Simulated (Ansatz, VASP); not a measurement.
One calculation of BAs2, two programs

File INCAR:

```
PREC = Accurate ; ENCUT = 600
EDIFF = 1E-6 ; ISMEAR = 0
SIGMA = 0.1 ; LREAL = False
LASPH = True ; NELM = 60
ALGO = Normal ; ISIF = 3
LWAVE = False ; LCHARG = False
GGA = PE ; IBRION = 2
NSW = 100 ; EDIFFG = -0.01
```

KPOINTS

```
regular mesh
0
Gamma
  18 18 10
```

The input POSCAR:

```
BAs2
1.0
    3.3867066508      0.0000000000      0.0000000000
   -1.6933533254      2.9329739947      0.0000000000
    0.0000000000      0.0000000000      4.4994271656
B As
1 2
Direct
    0.0000000000      0.0000000000      0.0000000000
    0.3333333333      0.6666666667      0.2648396233
    0.6666666667      0.3333333333      0.7351603767
```

Input for Ansatz:

```yaml
crystal:
  lattice:
    - [3.3867066508, 0.0, 0.0]
    - [-1.6933533254, 2.9329739947, 0.0]
    - [0.0, 0.0, 4.4994271656]
  atoms:
    - { symbol: B, position: [0.0, 0.0, 0.0] }
    - { symbol: As, position: [0.3333333333, 0.6666666667, 0.2648396233] }
    - { symbol: As, position: [0.6666666667, 0.3333333333, 0.7351603767] }
basis:
  ecutwfc: 420
kpoints:
  mp_grid: { grid: [18, 18, 10] }
hamiltonian:
  xc: pbe
scf:
  occupations: { method: gaussian, width: 0.1 }
output:
  forces: true
  stress: true
  eigenvalues: true
  write_density: true
  write_potential: true
  elf: true
  volumetric_format: npy
relax:
  adjacent_minimum: "off"
  f_tol: 0.01
  max_steps: 80
  cell: { stress_tol: 0.05 }
```

Change from the starting cell: species swapped into the FeI2 type (P-3m1, No. 164).

Alike in both runs: task relaxation of cell and atoms; functional PBE; k mesh 18 × 18 × 10; occupations gaussian, width 0.1 eV; no spin polarisation.

|  | VASP | Ansatz |
| --- | --- | --- |
| version | VASP 6.6.1 | Ansatz 0.2.0 |
| potentials or method | VASP PAW PBE potentials, release 64 (B, As), cutoff 600 eV | scalar-relativistic, plane waves, PAW |
| valence electrons in the cell | 13 | 33 |

Ansatz gave:

* gap on the k mesh at the Fermi level, each at its own relaxed structure (eV): none
* relaxed volume (Å³/atom): 15.02
* relaxed length of the cell vector where the two differ most in proportion (Å): 4.694

Question: What did VASP give for the same quantities?

Answer: gap on the k mesh at the Fermi level, each at its own relaxed structure (eV): none; relaxed volume (Å³/atom): 15.03; relaxed length of the cell vector where the two differ most in proportion (Å): 4.685.

A gap of «none» marks a metal or a gap that the smearing closes. VASP's potentials hold 13 valence electrons a cell and Ansatz's 33, so a difference there can come from the potentials and not from the codes.
